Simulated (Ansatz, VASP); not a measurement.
One calculation of CaSe, two programs

```
Ca Se
1.0
     0.00000    2.19492    2.19492
     2.19492    0.00000    2.19492
     2.19492    2.19492    0.00000
Ca Se
1 1
Direct
  0.00000 0.00000 0.00000
  0.50000 0.50000 0.50000
```

Change from the starting cell: volume scaled by 0.4, crystal datasets.

Alike in both runs: task single point; functional PBE; k mesh 12 × 12 × 12; occupations fermi-dirac, width 0.08 eV; no spin polarisation.

|  | VASP | Ansatz |
| --- | --- | --- |
| version | VASP 6.6.1 | Ansatz 0.2.0 |
| potentials or method | VASP PAW PBE potentials, release 64 (Ca_sv, Se), cutoff 520 eV | all-electron PAW with datasets made for the crystal, scalar-relativistic |

```csv
,VASP,Ansatz,Ansatz less VASP
pressure (GPa),260.0,256.9,-3.11
```

Both programs put the cell under a high pressure, so it lies far from rest at this level. Ansatz ran all-electron here, and VASP with PAW potentials.

Noted on VASP's run: the cell as given lies far from equilibrium.
